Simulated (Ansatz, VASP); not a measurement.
## One calculation of BaB, two programs

The input INCAR:

```
PREC = Accurate
ENCUT = 520
EDIFF = 1E-6
ISMEAR = 0
SIGMA = 0.05
LREAL = False
LASPH = True
NELM = 60
ALGO = Normal
ISIF = 2
LWAVE = False
LCHARG = True
GGA = PE
LELF = True
LVHAR = True
NBANDS = 14
```

File KPOINTS:

```
regular mesh
0
Gamma
  10 10 10
```

Contents of POSCAR:

```
BaB
1.0
    0.0000000000      3.1823058380      3.1823058380
    3.1823058380      0.0000000000      3.1823058380
    3.1823058380      3.1823058380      0.0000000000
Ba B
1 1
Direct
    0.5000000000      0.5000000000      0.5000000000
    0.0000000000      0.0000000000      0.0000000000
```

Input for Ansatz:

```yaml
crystal:
  lattice:
    - [0.0, 3.182305838, 3.182305838]
    - [3.182305838, 0.0, 3.182305838]
    - [3.182305838, 3.182305838, 0.0]
  atoms:
    - { symbol: Ba, position: [0.5, 0.5, 0.5] }
    - { symbol: B, position: [0.0, 0.0, 0.0] }
basis:
  ecutwfc: 420
  ecutrho_ratio: 4
kpoints:
  mp_grid: { grid: [10, 10, 10] }
hamiltonian:
  xc: pbe
scf:
  occupations: { method: gaussian, width: 0.05 }
output:
  forces: true
  stress: true
  eigenvalues: true
```

Alike in both runs: task single point; functional PBE; k mesh 10 × 10 × 10; occupations gaussian, width 0.05 eV; no spin polarisation.

|  | VASP | Ansatz |
| --- | --- | --- |
| version | VASP 6.6.1 | Ansatz 0.2.0 |
| potentials or method | VASP PAW PBE potentials, release 64 (Ba_sv, B), cutoff 520 eV | scalar-relativistic, plane waves, PAW |
| valence electrons in the cell | 13 | 13 |

VASP gave:

- gap on the k mesh at the Fermi level (eV): none
- pressure (GPa): -1.5

**Question.** Estimate Ansatz's values.

**Answer.** gap on the k mesh at the Fermi level (eV): none; pressure (GPa): -1.9.

A gap of «none» marks a metal or a gap that the smearing closes.

Spin-orbit coupling is off throughout.
